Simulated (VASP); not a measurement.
# SnTe5 (P4/mmm) in VASP: notebook, part 2 of 2

VASP 6.6.1.

**4. Single point, PBE**

This run uses another cell than the first one, of 35.53 Å³/atom, 1.236 times its volume.

Input file INCAR:

```
  PREC = Accurate
  ENCUT = 520
  EDIFF = 1E-6
  ISMEAR = 0
  SIGMA = 0.1
  LREAL = False
  LASPH = True
  NELM = 100
  ALGO = Normal
  ISIF = 2
  LWAVE = False
  LCHARG = True
  GGA = PE
  LELF = True
  LVHAR = True
  NBANDS = 31
```

Input file KPOINTS:

```
Automatic mesh
0
Gamma
  6 6 1
```

Input file POSCAR:

```
SnTe5
1.0
    3.6919635600      0.0000000000      0.0000000000
    0.0000000000      3.6919635600      0.0000000000
    0.0000000000      0.0000000000     15.6390387600
Sn Te
1 5
Direct
    0.5000000000      0.5000000000      0.0000000000
    0.5000000000      0.5000000000      0.3344822800
    0.5000000000      0.5000000000      0.6655177200
    0.0000000000      0.0000000000      0.1759868000
    0.0000000000      0.0000000000      0.8240132000
    0.0000000000      0.0000000000      0.5000000000
```

On the command line:

```sh
$ cat potpaw_PBE.64/Sn_d/POTCAR potpaw_PBE.64/Te/POTCAR > POTCAR
$ mpirun -np 1 vasp_std > vasp.out
```

It took 2.1 min on 1 thread of Intel Xeon 6975P-C, shared host; peak memory 0.31 GiB.

It converged, with:

```
Free energy            : -16.4951 eV
Pressure               : -6.4 GPa
Largest force          : 0.242 eV/Å
Band gap on the k mesh : zero (band 22 reaches 6.06 eV, above the bottom of band 23 at 3.83 eV)
```

Forces on the atoms (eV/Å):
```
Sn   0.000  0.000  0.000
Te   0.000  0.000  0.148
Te   0.000  0.000 -0.148
Te   0.000  0.000 -0.242
Te   0.000  0.000  0.242
Te   0.000  0.000  0.000
```

Stress tensor (GPa, compression positive):
```
-5.64  0.00  0.00
 0.00 -5.64  0.00
 0.00  0.00 -7.90
```

Levels at points of the mesh, in eV from the Fermi level:
```csv
k point,band 19,band 20,band 21,band 22,band 23,band 24
"(0.00, 0.00, 0.00)",0.24,0.24,0.36,0.73,1.18,1.18
"(0.50, 0.00, 0.00)",-1.13,0.61,0.66,0.88,0.95,1.00
"(0.50, 0.50, 0.00)",-1.82,-1.41,-1.41,-1.41,-1.35,-1.34
```

Caveat: the k points lie up to 0.40 Å⁻¹ apart; spin-orbit coupling is left out, which moves the levels of the heavy elements.

**5. Relaxation of cell and atoms, PBE**

Input file INCAR:

```
SYSTEM = SnTe5
PREC = Accurate ; ENCUT = 600
EDIFF = 1E-6 ; ISMEAR = 0
SIGMA = 0.1 ; LREAL = .FALSE.
LASPH = .TRUE. ; NELM = 60
ALGO = Normal ; ISIF = 3
LWAVE = .FALSE. ; LCHARG = .FALSE.
GGA = PE ; IBRION = 2
NSW = 90 ; EDIFFG = -0.04
```

Input file KPOINTS:

```
Automatic mesh
0
G
  4 4 2
  0 0 0
```

Input file POSCAR:

```
SnTe5
1.0
    3.7768406767      0.0000000000      0.0000000000
    0.0000000000      3.7768406767      0.0000000000
    0.0000000000      0.0000000000     12.0913220392
Sn Te
1 5
Direct
    0.5000000000      0.5000000000      0.0000000000
    0.5000000000      0.5000000000      0.3427676019
    0.5000000000      0.5000000000      0.6572323981
    0.0000000000      0.0000000000      0.1591559883
    0.0000000000      0.0000000000      0.8408440117
    0.0000000000      0.0000000000      0.5000000000
```

On the command line:

```sh
$ cat potpaw_PBE.64/Sn_d/POTCAR potpaw_PBE.64/Te/POTCAR > POTCAR
$ mpirun -np 1 vasp_std > vasp.out
```

Run time: 10 min. Hardware: 1 thread of Intel Xeon 6975P-C, shared host; peak memory 0.33 GiB.

Results (log left out):

- Free energy: -18.3344 eV
- Relaxed volume: 29.09 Å³/atom
- Relaxed cell: a = 3.838 Å, b = 3.838 Å, c = 11.846 Å, α = 90.00°, β = 90.00°, γ = 90.00°
- Space group after relaxing (to 0.05 Å): P4/mmm (No. 123)
- Energy gained by relaxing: 6.0 meV/atom
- Ionic steps: 7
- Pressure after relaxing: -0.1 GPa
- Largest force after relaxing: 0.022 eV/Å

Forces on the atoms (eV/Å):
```
Sn   0.000  0.000  0.000
Te   0.000  0.000 -0.022
Te   0.000  0.000  0.022
Te   0.000  0.000 -0.012
Te   0.000  0.000  0.012
Te   0.000  0.000  0.000
```

Stress tensor (GPa, compression positive):
```
-0.09  0.00  0.00
 0.00 -0.09  0.00
 0.00  0.00 -0.02
```

The path:
```
step  energy change (eV)  largest force (eV/Å)  pressure (GPa)  volume (Å³)
   1              0.0000                0.0627            0.70       172.48
   2             -0.0317                0.0639           -0.30       175.61
   3             -0.0318                0.0640           -0.38       175.86
   4             -0.0350                0.0715            0.04       174.37
   5             -0.0351                0.0721            0.09       174.20
   6             -0.0357                0.0514            0.01       174.34
   7             -0.0360                0.0222           -0.07       174.53
```

Final structure:
```yaml
crystal:
  lattice:
    - [3.83836, 0.00000, 0.00000]
    - [0.00000, 3.83836, 0.00000]
    - [0.00000, 0.00000, 11.84592]
  atoms:
    - { symbol: Sn, position: [0.50000, 0.50000, 0.00000] }
    - { symbol: Te, position: [0.50000, 0.50000, 0.34133] }
    - { symbol: Te, position: [0.50000, 0.50000, 0.65867] }
    - { symbol: Te, position: [0.00000, 0.00000, 0.15943] }
    - { symbol: Te, position: [0.00000, 0.00000, 0.84057] }
    - { symbol: Te, position: [0.00000, 0.00000, 0.50000] }
```

Levels at points of the mesh, in eV from the Fermi level:
```csv
k point,band 18,band 19,band 20,band 21,band 22,band 23,band 24,band 25,band 26
"(0.00, 0.00, 0.00)",-1.39,-1.27,-1.27,0.40,0.75,0.75,0.80,1.83,1.83
"(0.50, 0.00, 0.00)",-0.69,-0.53,-0.41,-0.30,-0.07,0.02,0.19,1.54,1.68
"(0.50, 0.50, 0.00)",-2.63,-2.56,-2.49,-1.74,-1.74,-1.53,-0.65,-0.65,-0.02
"(0.00, 0.00, 0.50)",-1.05,-0.84,-0.42,-0.42,-0.03,-0.03,1.97,2.28,2.28
"(0.50, 0.00, 0.50)",-0.51,-0.40,-0.15,0.01,0.25,0.40,0.79,0.99,1.09
"(0.50, 0.50, 0.50)",-3.10,-2.93,-2.90,-2.90,-1.32,-0.82,-0.82,0.51,0.51
```

Caveat: the k points lie up to 0.41 Å⁻¹ apart in the final cell; the bands computed are all filled at some k points, so no gap is given; spin-orbit coupling is left out, which moves the levels of the heavy elements.

**6. Relaxation of cell and atoms, PBE**

This run uses another cell than the first one, of 35.53 Å³/atom, 1.236 times its volume.

Input file INCAR:

```
SYSTEM = SnTe5
ALGO     = Normal         ! electronic algorithm
EDIFF    = 1E-6           ! SCF threshold, eV
EDIFFG   = -0.04          ! ionic threshold
ENCUT    = 600            ! plane-wave cutoff, eV
GGA      = PE             ! functional
IBRION   = 2              ! ionic algorithm
ISIF     = 3              ! what is computed and relaxed
ISMEAR   = 0              ! smearing method
LASPH    = .TRUE.         ! aspherical terms in the spheres
LCHARG   = .FALSE.        ! write CHGCAR
LREAL    = .FALSE.        ! projectors in reciprocal space
LWAVE    = .FALSE.        ! write WAVECAR
NELM     = 100            ! most SCF steps
NSW      = 90             ! ionic steps
PREC     = Accurate       ! precision mode
SIGMA    = 0.1            ! smearing width, eV
```

Input file KPOINTS:

```
k-points
0
G
  6 6 1
  0 0 0
```

Input file POSCAR:

```
SnTe5
1.0
    3.6919635600      0.0000000000      0.0000000000
    0.0000000000      3.6919635600      0.0000000000
    0.0000000000      0.0000000000     15.6390387600
Sn Te
1 5
Direct
    0.5000000000      0.5000000000      0.0000000000
    0.5000000000      0.5000000000      0.3344822800
    0.5000000000      0.5000000000      0.6655177200
    0.0000000000      0.0000000000      0.1759868000
    0.0000000000      0.0000000000      0.8240132000
    0.0000000000      0.0000000000      0.5000000000
```

Potentials or basis: VASP PAW PBE potentials, release 64 (Sn_d, Te).

On the command line:

```sh
$ cat potpaw_PBE.64/Sn_d/POTCAR potpaw_PBE.64/Te/POTCAR > POTCAR
$ mpirun -np 1 vasp_std > vasp.out
```

OUTCAR:

```text
SYSTEM = SnTe5
   EDIFF = 1E-6
   EDIFFG = -0.04
   ENCUT = 600
   GGA = PE
   IBRION = 2
   ISIF = 3
   ISMEAR = 0
   LASPH = .TRUE.
   LREAL = .FALSE.
   NELM = 100
   NSW = 90
   PREC = Accurate

 ion  position               nearest neighbor table
   1  0.500  0.500  0.000-
   2  0.500  0.500  0.334-   4 3.60   4 3.60   4 3.60   4 3.60   6 3.68   6 3.68   6 3.68   6 3.68

   3  0.500  0.500  0.666-   5 3.60   5 3.60   5 3.60   5 3.60   6 3.68   6 3.68   6 3.68   6 3.68

   4  0.000  0.000  0.176-   2 3.60   2 3.60   2 3.60   2 3.60
   5  0.000  0.000  0.824-   3 3.60   3 3.60   3 3.60   3 3.60
   6  0.000  0.000  0.500-   2 3.68   3 3.68   2 3.68   3 3.68   2 3.68   3 3.68   2 3.68   3 3.68

  LATTYP: Found a simple tetragonal cell.
 ALAT       =     3.6919635600
 C/A-ratio  =     4.2359678003

  Lattice vectors:

 A1 = (   3.6919635600,   0.0000000000,   0.0000000000)
 A2 = (   0.0000000000,   3.6919635600,   0.0000000000)
 A3 = (   0.0000000000,   0.0000000000,  15.6390387600)

Analysis of symmetry for initial positions (statically):
=====================================================================
 Subroutine PRICEL returns:
 Original cell was already a primitive cell.

 Routine SETGRP: Setting up the symmetry group for a
 simple tetragonal supercell.

[... 157 lines left out ...]
  ext. energy  EPLUGINS =         0.00000000
  ---------------------------------------------------
  free energy    TOTEN  =       -16.48375529 eV

  energy without entropy =      -16.45244571  energy(sigma->0) =      -16.46810050

 E-fermi :   5.2062     XC(G=0):  -9.1159

 val. band max:        5.1914609063   @ k =   0.3333   0.1667   0.0000
 cond. band min:       5.2257173627   @ k =   0.5000   0.1667   0.0000
 fundamental gap:      0.0342564564
 Fermi energy:         5.2062268438

 k-point     1 :       0.0000    0.0000    0.0000
  band No.  band energies     occupation
      1     -16.8770      2.00000
      2     -16.8718      2.00000
      3     -16.8377      2.00000
      4     -16.8377      2.00000
      5     -16.8115      2.00000
      6      -7.1591      2.00000
[... 392 lines left out ...]
  FREE ENERGIE OF THE ION-ELECTRON SYSTEM (eV)
  ---------------------------------------------------
  free  energy   TOTEN  =       -17.5544996285 eV

  energy  without entropy=      -17.5163869127  energy(sigma->0) =      -17.53544327

[... ionic steps 4 to 7 ...]

--------------------------------------- Ionic step        8  -------------------------------------------

 number of electron      44.0000012 magnetization

------------------------ aborting loop because EDIFF is reached ----------------------------------------
[... 75 lines left out ...]
--------------------------------------- Ionic step       10  -------------------------------------------

 number of electron      44.0000009 magnetization

 Free energy of the ion-electron system (eV)
  ---------------------------------------------------
  ext. energy  EPLUGINS =         0.00000000
  ---------------------------------------------------
  free energy    TOTEN  =       -18.28444803 eV

  energy without entropy =      -18.26187047  energy(sigma->0) =      -18.27315925

 E-fermi :   7.4669     XC(G=0): -10.0223

 val. band max:        7.4442375722   @ k =   0.1667   0.1667   0.0000
 cond. band min:       7.5857897036   @ k =   0.1667   0.0000   0.0000
 fundamental gap:      0.1415521315
 Fermi energy:         7.4668766088

 k-point     1 :       0.0000    0.0000    0.0000
  band No.  band energies     occupation
      1     -14.0178      2.00000
      2     -13.9965      2.00000
      3     -13.9762      2.00000
      4     -13.9762      2.00000
      5     -13.9667      2.00000
      6      -6.1239      2.00000
[... 312 lines left out ...]
  FREE ENERGIE OF THE ION-ELECTRON SYSTEM (eV)
  ---------------------------------------------------
  free  energy   TOTEN  =       -18.2844480268 eV

  energy  without entropy=      -18.2618704671  energy(sigma->0) =      -18.27315925

 reached required accuracy - stopping structural energy minimisation
```

CONTCAR:

```text
SnTe5
   1.00000000000000
     3.7737048959835042   -0.0000000000000000    0.0000000000000000
     0.0000000000000000    3.7737048959835042   -0.0000000000000000
     0.0000000000000000   -0.0000000000000000   12.1237839660422715
  Sn              Te
     1     5
Direct
     0.5000000000000000    0.5000000000000000    0.0000000000000000
     0.5000000000000000    0.5000000000000000    0.3437822062404595
     0.5000000000000000    0.5000000000000000    0.6562177937595406
     0.0000000000000000    0.0000000000000000    0.1594343310109318
     0.0000000000000000    0.0000000000000000    0.8405656689890681
     0.0000000000000000    0.0000000000000000    0.5000000000000000

  0.00000000E+00  0.00000000E+00  0.00000000E+00
  0.00000000E+00  0.00000000E+00  0.00000000E+00
  0.00000000E+00  0.00000000E+00  0.00000000E+00
  0.00000000E+00  0.00000000E+00  0.00000000E+00
  0.00000000E+00  0.00000000E+00  0.00000000E+00
  0.00000000E+00  0.00000000E+00  0.00000000E+00
```

It took 17 min on 1 thread of Intel Xeon 6975P-C, shared host; peak memory 0.39 GiB.

What came out:

```yaml
Free_energy: -18.2844 eV
Relaxed_volume: 28.78 Å³/atom
Relaxed_cell: a = 3.774 Å, b = 3.774 Å, c = 12.124 Å, α = 90.00°, β = 90.00°, γ = 90.00°
Space_group_after_relaxing_to_0.05_Å: P4/mmm (No. 123)
Energy_gained_by_relaxing: 300.1 meV/atom
Ionic_steps: 10
Pressure_after_relaxing: 0.0 GPa
Largest_force_after_relaxing: 0.028 eV/Å
```

Forces on the atoms (eV/Å):
```
Sn   0.000  0.000  0.000
Te   0.000  0.000 -0.027
Te   0.000  0.000  0.027
Te   0.000  0.000 -0.028
Te   0.000  0.000  0.028
Te   0.000  0.000  0.000
```

Step by step:
```
step  energy change (eV)  largest force (eV/Å)  pressure (GPa)  volume (Å³)
   1              0.0000                0.2817           -6.33       213.17
   2             -1.0689                0.4657            0.28       172.66
   3             -1.0707                0.4686            0.62       171.47
   4             -1.3001                0.3594            1.04       169.67
   5             -1.6539                0.2932            3.34       162.34
   6             -1.7760                0.1875           -0.09       172.35
   7             -1.7760                0.1896            0.00       172.17
   8             -1.7801                0.1750           -0.02       172.22
   9             -1.7908                0.1361           -0.06       172.37
  10             -1.8007                0.0285           -0.02       172.65
```

Final structure:
```
Sn Te
1.0
     3.77370    0.00000    0.00000
     0.00000    3.77370    0.00000
     0.00000    0.00000   12.12378
Sn Te
1 5
Direct
  0.50000 0.50000 0.00000
  0.50000 0.50000 0.34378
  0.50000 0.50000 0.65622
  0.00000 0.00000 0.15943
  0.00000 0.00000 0.84057
  0.00000 0.00000 0.50000
```

Levels at points of the mesh, in eV from the Fermi level:
```
           k point  band 17  band 18  band 19  band 20  band 21  band 22  band 23  band 24  band 25  band 26
(0.00, 0.00, 0.00)    -1.03    -1.03    -0.96    -0.96     0.72     0.95     0.95     1.15     2.12     2.12
(0.50, 0.00, 0.00)    -1.10    -0.77    -0.37    -0.23    -0.04     0.31     0.38     0.56     1.80     1.98
(0.50, 0.50, 0.00)    -4.12    -2.46    -2.37    -2.25    -1.78    -1.78    -1.28    -0.60    -0.60    -0.03
```

Caveat: the k points lie up to 0.52 Å⁻¹ apart in the final cell; the volume moved by over 15 % at a fixed basis, so the end points are rough; the bands computed are all filled at some k points, so no gap is given; spin-orbit coupling is left out, which moves the levels of the heavy elements.

**7. Single point, PBE**

This run uses another cell than the first one, of 28.81 Å³/atom, 1.002 times its volume.

Input file INCAR:

```
SYSTEM = SnTe5
PREC = Accurate
ENCUT = 520
EDIFF = 1E-6
ISMEAR = 0
SIGMA = 0.1
LREAL = .False.
LASPH = .True.
NELM = 100
ALGO = Normal
ISIF = 2
LWAVE = .False.
LCHARG = .True.
GGA = PE
LELF = .True.
LVHAR = .True.
NBANDS = 31
```

Input file KPOINTS:

```
regular mesh
0
Gamma
  10 10 4
  0 0 0
```

Input file POSCAR:

```
SnTe5
1.0
    3.8908348537      0.0000000000      0.0000000000
    0.0000000000      3.8908348537      0.0000000000
    0.0000000000      0.0000000000     11.4188759802
Sn Te
1 5
Direct
    0.5000000000      0.5000000000      0.0000000000
    0.5000000000      0.5000000000      0.3408451745
    0.5000000000      0.5000000000      0.6591548255
    0.0000000000      0.0000000000      0.1605200077
    0.0000000000      0.0000000000      0.8394799923
    0.0000000000      0.0000000000      0.5000000000
```

On the command line:

```sh
$ cat potpaw_PBE.64/Sn_d/POTCAR potpaw_PBE.64/Te/POTCAR > POTCAR
$ mpirun -np 1 vasp_std > vasp.out
```

It took 11 min on 1 thread of Intel Xeon 6975P-C, shared host; peak memory 0.46 GiB.

The run converged. Its results:

* Free energy: -18.3911 eV
* Pressure: -0.1 GPa
* Largest force: 0.004 eV/Å
* Band gap on the k mesh: zero (band 22 reaches 8.28 eV, above the bottom of band 23 at 6.11 eV)

Forces in eV/Å, atoms in the order of the input:
```
Sn   0.000  0.000  0.000
Te   0.000  0.000  0.003
Te   0.000  0.000 -0.003
Te   0.000  0.000  0.004
Te   0.000  0.000 -0.004
Te   0.000  0.000  0.000
```

Levels at points of the mesh, in eV from the Fermi level:
```csv
k point,band 19,band 20,band 21,band 22,band 23,band 24,band 25,band 26
"(0.00, 0.00, 0.00)",-1.44,-1.44,0.24,0.66,0.79,0.79,1.80,1.80
"(0.50, 0.00, 0.00)",-0.66,-0.34,-0.25,-0.14,0.03,0.04,1.40,1.57
"(0.50, 0.50, 0.00)",-2.68,-2.61,-1.61,-1.51,-1.51,-0.49,-0.49,0.26
"(0.00, 0.00, 0.50)",-1.01,-0.52,-0.52,-0.09,-0.09,2.00,2.31,2.31
"(0.50, 0.00, 0.50)",-0.65,-0.37,-0.16,0.11,0.50,0.88,0.91,1.09
"(0.50, 0.50, 0.50)",-3.14,-2.81,-2.81,-1.20,-0.73,-0.70,0.72,0.84
```

Caveat: spin-orbit coupling is left out, which moves the levels of the heavy elements.

**8. Summary**

```tsv
task	cell	k mesh	cutoff (eV)	gap on the mesh (eV)	pressure (GPa)	relaxed volume (Å³/atom)	largest force (eV/Å)
single point	a = 3.777, b = 3.777, c = 12.091 Å, 6 atoms	6 × 6 × 1	520	none	0.0	-	0.02
single point	a = 3.847, b = 3.847, c = 11.796 Å, 6 atoms	4 × 4 × 2	520	none	-0.1	-	0.01
single point	a = 3.692, b = 3.692, c = 15.639 Å, 6 atoms	6 × 6 × 1	520	none	-6.4	-	0.24
relaxation of cell and atoms	relaxed from a = 3.777, b = 3.777, c = 12.091 Å, 6 atoms	4 × 4 × 2	600	-	-0.1	29.09	0.02
relaxation of cell and atoms	relaxed from a = 3.692, b = 3.692, c = 15.639 Å, 6 atoms	6 × 6 × 1	600	-	0.0	28.78	0.03
single point	a = 3.891, b = 3.891, c = 11.419 Å, 6 atoms	10 × 10 × 4	520	none	-0.1	-	-
```

Alike in all rows: level PBE; potentials or basis VASP PAW PBE potentials, release 64 (Sn_d, Te); no spin polarisation; smearing gaussian 0.1 eV.

Caveats: some runs use coarse meshes; spin-orbit coupling is left out, which moves the levels of the heavy elements; the bands computed are all filled at some k points, so no gap is given (some runs); the volume moved by over 15 % at a fixed basis, so the end points are rough (some runs).

Total energies depend on the potentials used, so only differences within one code and one set of settings carry meaning.
